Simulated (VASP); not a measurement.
# Mn (Fd-3m) in VASP: notebook, part 2 of 2

VASP 6.6.1. Earlier steps stand in the parts before.

### 5 Relaxation of cell and atoms, BLYP, collinear spin, antiferromagnetic start

This run uses another cell than the first one, of 15.86 Å³/atom, 1.005 times its volume.

The input, INCAR:

```
SYSTEM = Mn
  AGGAC = 1.0
  AGGAX = 1.0
  ALDAC = 0.0
  ALDAX = 1.0
  ALGO = Normal
  EDIFF = 1E-6
  EDIFFG = -0.01
  ENCUT = 600
  GGA = B5
  IBRION = 2
  ISIF = 3
  ISMEAR = -1
  ISPIN = 2
  LASPH = .TRUE.
  LCHARG = .FALSE.
  LMAXMIX = 4
  LORBIT = 11
  LREAL = .FALSE.
  LWAVE = .FALSE.
  MAGMOM = 3 -3
  NELM = 150
  NSW = 80
  PREC = Accurate
  SIGMA = 0.05
```

The input, KPOINTS:

```
k-points
0
G
  11 11 11
  0 0 0
```

The input, POSCAR:

```
Mn
1.0
    0.0000000000      2.5125686141      2.5125686141
    2.5125686141      0.0000000000      2.5125686141
    2.5125686141      2.5125686141      0.0000000000
Mn
2
Direct
    0.1250000000      0.1250000000      0.1250000000
    0.8750000000      0.8750000000      0.8750000000
```

Potentials or basis: VASP PAW PBE potentials, release 64 (Mn_pv).

Launch:

```console
$ cat potpaw_PBE.64/Mn_pv/POTCAR > POTCAR
$ mpirun -np 1 vasp_std > vasp.out
```

OUTCAR:

```text
SYSTEM = Mn
   EDIFF = 1E-6
   EDIFFG = -0.01
   ENCUT = 600
   GGA = B5
   IBRION = 2
   ISIF = 3
   ISMEAR = -1
   ISPIN = 2
   LASPH = .TRUE.
   LORBIT = 11
   LREAL = .FALSE.
   NELM = 150
   NSW = 80
   PREC = Accurate

 ion  position               nearest neighbor table
   1  0.125  0.125  0.125-   2 2.18   2 2.18   2 2.18   2 2.18
   2  0.875  0.875  0.875-   1 2.18   1 2.18   1 2.18   1 2.18

  LATTYP: Found a face centered cubic cell.
 ALAT       =     5.0251372282

  Lattice vectors:

 A1 = (   0.0000000000,   2.5125686141,   2.5125686141)
 A2 = (   2.5125686141,   0.0000000000,   2.5125686141)
 A3 = (   2.5125686141,   2.5125686141,   0.0000000000)

Analysis of symmetry for initial positions (statically):
=====================================================================
 Subroutine PRICEL returns:
 Original cell was already a primitive cell.

 Routine SETGRP: Setting up the symmetry group for a
 face centered cubic supercell.

 Subroutine GETGRP returns: Found 48 space group operations
 (whereof 12 operations were pure point group operations)
 out of a pool of 48 trial point group operations.

The static configuration has the point symmetry D_3d.
 The point group associated with its full space group is O_h .

Analysis of symmetry for dynamics (positions and initial velocities):
=====================================================================
 Subroutine PRICEL returns:
 Original cell was already a primitive cell.

 Routine SETGRP: Setting up the symmetry group for a
 face centered cubic supercell.

 Subroutine GETGRP returns: Found 48 space group operations
 (whereof 12 operations were pure point group operations)
 out of a pool of 48 trial point group operations.

The dynamic configuration has the point symmetry D_3d.
 The point group associated with its full space group is O_h .

Analysis of structural, dynamic, and magnetic symmetry:
=====================================================================
 Subroutine PRICEL returns:
 Original cell was already a primitive cell.
[... 140 lines left out ...]
 conjugate gradient relaxation of ions
 spin polarized calculation
  energy-cutoff  :      600.00
  volume of cell :       31.72
 maximum number of plane-waves:      1069
   NGX = 15   NGY = 15   NGZ = 15

--------------------------------------- Ionic step        1  -------------------------------------------

 number of electron      26.0000012 magnetization      -0.0000000

 number of electron      26.0000012 magnetization       0.0000000

 Free energy of the ion-electron system (eV)
  ---------------------------------------------------
  ext. energy  EPLUGINS =         0.00000000
  ---------------------------------------------------
  free energy    TOTEN  =       -13.77605124 eV

  energy without entropy =      -13.77036898  energy(sigma->0) =      -13.77321011

------------------------ aborting loop because EDIFF is reached ----------------------------------------

  FORCE on cell =-STRESS in cart. coord.  units (eV):
  Direction    XX          YY          ZZ          XY          YZ          ZX
  --------------------------------------------------------------------------------------
  -------------------------------------------------------------------------------------
  Total        1.4902095      1.4902095      1.4902095      0.0000000     -0.0000000      0.0000000
  in kB       75.2617153     75.2617153     75.2617153      0.0000000     -0.0000000      0.0000000
  external PRESSURE =      75.2617153 kB  Pullay stress =       0.0000000 kB
[... 63 lines left out ...]
 number of electron      25.9999976 magnetization      -0.0000000

 number of electron      25.9999976 magnetization       0.0000000

 Free energy of the ion-electron system (eV)
  ---------------------------------------------------
  ext. energy  EPLUGINS =         0.00000000
  ---------------------------------------------------
  free energy    TOTEN  =       -13.85208941 eV

  energy without entropy =      -13.84661699  energy(sigma->0) =      -13.84935320

 E-fermi :   5.6251     XC(G=0): -10.2965

 val. band max:        5.5976607701   @ k =   0.0909   0.0909   0.0000
 cond. band min:       5.6709020824   @ k =   0.0909   0.0000   0.0000
 fundamental gap:      0.0732413123
 Fermi energy:         5.6251259471

 spin component 1

 k-point     1 :       0.0000    0.0000    0.0000
  band No.  band energies     occupation
      1     -43.3999      1.00000
      2     -43.3999      1.00000
      3     -43.3999      1.00000
      4     -41.0204      1.00000
      5     -41.0204      1.00000
      6     -41.0204      1.00000
[... 459 lines left out ...]
      6     -41.0074      1.00000
[... 9 lines left out ...]
     16       6.9875      0.00000
     17       7.3219      0.00000

 [... further k-points ...]

 spin component 2

 k-point     1 :       0.0000    0.0000    0.0000
  band No.  band energies     occupation
      1     -43.3999      1.00000
      2     -43.3999      1.00000
      3     -43.3999      1.00000
      4     -41.0204      1.00000
      5     -41.0204      1.00000
      6     -41.0204      1.00000
[... 500 lines left out ...]
  FREE ENERGIE OF THE ION-ELECTRON SYSTEM (eV)
  ---------------------------------------------------
  free  energy   TOTEN  =       -13.8520894134 eV

  energy  without entropy=      -13.8466169901  energy(sigma->0) =      -13.84935320

 reached required accuracy - stopping structural energy minimisation

 total charge

# of ion       s       p       d       tot
------------------------------------------
    1        0.453   6.217   5.182  11.851
    2        0.453   6.217   5.182  11.851
--------------------------------------------------
tot          0.906  12.433  10.363  23.702

 magnetization (x)

# of ion       s       p       d       tot
------------------------------------------
    1        0.055  -0.013   2.229   2.271
    2       -0.055   0.013  -2.229  -2.271
--------------------------------------------------
tot          0.000   0.000   0.000   0.000
```

OSZICAR:

```text
N       E                     dE             d eps       ncg     rms          rms(c)
DAV:   1     0.266848000383E+03    0.26685E+03   -0.17920E+04  3808   0.217E+03
[... 29 lines left out ...]
DAV:   2    -0.138532107119E+02    0.83257E-02   -0.11005E-01  4476   0.334E+00    0.543E-01
DAV:   3    -0.138521494644E+02    0.10612E-02   -0.72097E-03  4406   0.910E-01    0.165E-01
DAV:   4    -0.138521119767E+02    0.37488E-04   -0.11735E-04  3872   0.114E-01    0.569E-02
DAV:   5    -0.138520858416E+02    0.26135E-04   -0.10787E-04  3940   0.646E-02    0.929E-03
DAV:   6    -0.138520878584E+02   -0.20168E-05   -0.37543E-06  3676   0.219E-02    0.493E-03
DAV:   7    -0.138520891046E+02   -0.12462E-05   -0.25959E-07  1916   0.577E-03    0.136E-03
DAV:   8    -0.138520894134E+02   -0.30876E-06   -0.40080E-08  1908   0.230E-03
   3 F= -.13852089E+02 E0= -.13849353E+02  d E =-.760382E-01  mag=     0.0000
```

CONTCAR:

```text
Mn
   1.00000000000000
    -0.0000000000000000    2.6061372321917293    2.6061372321917293
     2.6061372321917293   -0.0000000000000000    2.6061372321917293
     2.6061372321917293    2.6061372321917293    0.0000000000000000
  Mn
     2
Direct
     0.1250000000000000    0.1250000000000000    0.1250000000000000
     0.8750000000000000    0.8750000000000000    0.8750000000000000

  0.00000000E+00  0.00000000E+00  0.00000000E+00
  0.00000000E+00  0.00000000E+00  0.00000000E+00
```

Wall time 7.7 min (1 thread of AMD EPYC 7R13, shared host); peak memory 0.18 GiB.

What came out:

* Free energy: -13.8521 eV
* Relaxed volume: 17.70 Å³/atom
* Relaxed cell: a = 3.686 Å, b = 3.686 Å, c = 3.686 Å, α = 60.00°, β = 60.00°, γ = 60.00°
* Space group after relaxing (to 0.05 Å): Fd-3m (No. 227)
* Energy gained by relaxing: 38.0 meV/atom
* Ionic steps: 3
* Pressure after relaxing: 0.0 GPa
* Band gap on the k mesh: zero (filled and empty bands overlap)
* Net moment: 0.00 μB per cell
* Site moments: Mn +2.27, -2.27 μB
* Valence electrons inside the program's atomic spheres: Mn 11.85

Step by step:
```csv
step,energy change (eV),largest force (eV/Å),pressure (GPa),volume (Å³)
1,0.0000,0.0000,7.53,31.72
2,-0.0760,0.0000,0.18,35.27
3,-0.0760,0.0000,-0.01,35.40
```

Final structure:
```
Mn
1.0
     0.00000    2.60614    2.60614
     2.60614    0.00000    2.60614
     2.60614    2.60614    0.00000
Mn
2
Direct
  0.12500 0.12500 0.12500
  0.87500 0.87500 0.87500
```

Levels at points of the mesh, in eV from the Fermi level:
Spin up:
```csv
k point,band 9,band 10,band 11,band 12,band 13,band 14,band 15,band 16,band 17
"(0.00, 0.00, 0.00)",-2.51,-2.33,-2.33,-2.33,0.13,0.13,0.13,1.64,1.64
```
Spin down:
```csv
k point,band 9,band 10,band 11,band 12,band 13,band 14,band 15,band 16,band 17
"(0.00, 0.00, 0.00)",-2.51,-2.33,-2.33,-2.33,0.13,0.13,0.13,1.64,1.64
```

Caveat: the PAW data sets were made with another functional, which shifts forces and pressure a little.

### 6 The runs side by side

| task | spin | cell | k mesh | cutoff (eV) | smearing | gap on the mesh (eV) | pressure (GPa) | moment (μB) |
| --- | --- | --- | --- | --- | --- | --- | --- | --- |
| single point | off | a = 3.547 Å, angles 60.0°, 2 atoms | 18 × 18 × 18 | 520 | fermi-dirac 0.1 eV | none | 0.5 | - |
| single point | collinear, antiferromagnetic start | a = 3.774 Å, angles 60.0°, 2 atoms | 12 × 12 × 12 | 520 | fermi-dirac 0.05 eV | none | -3.0 | 0.00 |
| single point | collinear, antiferromagnetic start | a = 3.820 Å, angles 60.0°, 2 atoms | 12 × 12 × 12 | 520 | fermi-dirac 0.05 eV | none | -3.9 | 0.00 |
| relaxation of cell and atoms | collinear, antiferromagnetic start | relaxed from a = 3.553 Å, angles 60.0°, 2 atoms | 11 × 11 × 11 | 600 | fermi-dirac 0.05 eV | none | 0.0 | 0.00 |

Alike in all rows: level BLYP; potentials or basis VASP PAW PBE potentials, release 64 (Mn_pv).

Caveats: the PAW data sets were made with another functional, which shifts forces and pressure a little.

Absolute energies hang on the potentials; compare differences alone.
